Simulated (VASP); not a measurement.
Here is a VASP 6.6.1 calculation.

Contents of POSCAR:

```
BaTiO3
1.0
    3.9754842946      0.0000000000      0.0000000000
    0.0000000000      3.9754842946      0.0000000000
    0.0000000000      0.0000000000      4.1417701318
Ba Ti O
1 1 3
Direct
    0.0000000000      0.0000000000     -0.0060272087
    0.5000000000      0.5000000000      0.4754772937
    0.5000000000      0.5000000000      0.0371774759
    0.5000000000      0.0000000000      0.5181862196
    0.0000000000      0.5000000000      0.5181862196
```

INCAR.step1

```
PREC = Accurate ; ENCUT = 520
ISMEAR = 0 ; SIGMA = 0.05
LREAL = False ; LASPH = True
NELM = 150 ; ISPIN = 2
MAGMOM = 0 0.05 0 0 0 ; LMAXMIX = 4
NBANDS = 32 ; GGA = PE
ALGO = Normal ; EDIFF = 1E-4
LWAVE = True ; LCHARG = False
```

Contents of INCAR.step2:

```
PREC = Accurate ; ENCUT = 520
EDIFF = 1E-6 ; ISMEAR = 0
SIGMA = 0.05 ; LREAL = False
LASPH = True ; NELM = 150
ALGO = Normal ; ISIF = 2
LWAVE = False ; LCHARG = False
ISPIN = 2 ; MAGMOM = 0 0.05 0 0 0
LORBIT = 11 ; LMAXMIX = 4
METAGGA = R2SCAN ; LMIXTAU = True
NBANDS = 32 ; ISTART = 1
```

KPOINTS

```
regular mesh
0
Gamma
  6 6 6
```

Potentials or basis: VASP PAW PBE potentials, release 64 (Ba_sv, Ti_sv, O).

Launch:

```sh
$ cat potpaw_PBE.64/Ba_sv/POTCAR potpaw_PBE.64/Ti_sv/POTCAR potpaw_PBE.64/O/POTCAR > POTCAR
$ cp INCAR.step1 INCAR
$ mpirun -np 1 vasp_std > vasp.out
$ cp INCAR.step2 INCAR
$ mpirun -np 1 vasp_std > vasp.out
```

Problem. Estimate the largest force.

Solution. 0.174 eV/Å.

Problem. Estimate the pressure.

Solution. 0.9 GPa.

Problem. What does it give for the band gap on the k mesh?

Solution. 2.20 eV (least direct gap 2.74 eV).

Stress tensor (GPa, compression positive):
```
0.89 0.00 0.00
0.00 0.89 0.00
0.00 0.00 1.06
```

Caveat: the PAW data sets were made with another functional, which shifts forces and pressure a little; spin-orbit coupling is left out, which moves the levels of the heavy elements. A k mesh can miss the band edges.
